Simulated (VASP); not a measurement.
HfO2: single point with r2SCAN

HfO2:

```
CELL_PARAMETERS angstrom
4.83820 0.00000 0.00000
0.00000 4.83820 0.00000
0.00000 0.00000 3.22035
ATOMIC_POSITIONS crystal
Hf 0.00125 0.99925 0.00000
Hf 0.50231 0.50208 0.50000
O 0.19492 0.82790 0.50000
O 0.28524 0.27484 0.00000
O 0.67508 0.66468 0.00000
O 0.80508 0.21774 0.50000
```

This cell differs from its parent crystal: atoms displaced along a vibrational mode.

```json
{"Program": "VASP 6.6.1", "Task": "single point", "Functional": "r2SCAN", "Potentials or basis": "VASP PAW PBE potentials, release 64 (Hf_pv, O)", "Cutoff": "520 eV", "k mesh": "6 × 6 × 8", "Occupations": "gaussian, width 0.05 eV", "Spin": "no spin polarisation"}
```

| Item | Value |
| --- | --- |
| Pressure | 1.8 GPa |
| Largest force | 2.857 eV/Å |
| Band gap on the k mesh | 4.58 eV (least direct gap 4.63 eV) |

Forces in eV/Å, atoms in the order of the input:
```
Hf  -1.105  0.242  0.000
Hf  -1.644 -1.474  0.000
O   -0.015 -1.486  0.000
O    1.720  2.281  0.000
O    1.036  1.767  0.000
O    0.008 -1.330  0.000
```

Stress tensor (GPa, compression positive):
```
1.41 2.52 0.00
2.52 1.48 0.00
0.00 0.00 2.64
```

Levels at points of the mesh, in eV from the valence-band top:
| k point | band 18 | band 19 | band 20 | band 21 | band 22 | band 23 | band 24 | band 25 | band 26 | band 27 |
| --- | --- | --- | --- | --- | --- | --- | --- | --- | --- | --- |
| (0.00, 0.00, 0.00) | -1.79 | -0.82 | -0.80 | -0.69 | 0.00 | 4.63 | 4.90 | 5.71 | 6.03 | 6.21 |
| (0.50, 0.00, 0.00) | -2.84 | -1.64 | -1.41 | -0.92 | -0.61 | 5.10 | 5.31 | 6.62 | 6.73 | 6.82 |
| (0.00, 0.50, 0.00) | -2.70 | -1.81 | -1.26 | -1.17 | -0.39 | 5.10 | 5.39 | 6.50 | 6.54 | 6.89 |
| (0.50, 0.50, 0.00) | -1.58 | -1.33 | -1.18 | -1.18 | -0.95 | 4.77 | 5.06 | 6.10 | 6.30 | 6.88 |
| (0.00, 0.00, 0.50) | -2.17 | -2.00 | -1.96 | -1.15 | -1.02 | 5.55 | 6.03 | 6.05 | 6.30 | 6.98 |
| (0.50, 0.00, 0.50) | -2.11 | -1.87 | -1.59 | -1.02 | -0.95 | 4.70 | 4.82 | 6.38 | 6.71 | 7.28 |
| (0.00, 0.50, 0.50) | -2.11 | -1.82 | -1.56 | -1.04 | -0.98 | 4.63 | 4.75 | 6.45 | 6.78 | 7.29 |
| (0.50, 0.50, 0.50) | -2.10 | -1.35 | -1.16 | -0.59 | -0.58 | 5.51 | 5.59 | 5.92 | 6.39 | 7.00 |

Wall time 8.3 min on 1 thread of Intel Xeon 8259CL, on a shared host, peak memory 0.31 GiB.

Caveat: the cell differs from its parent crystal (atoms displaced along a vibrational mode); the PAW data sets were made with another functional, which shifts forces and pressure a little; spin-orbit coupling is left out, which moves the levels of the heavy elements. A k mesh can miss the band edges.
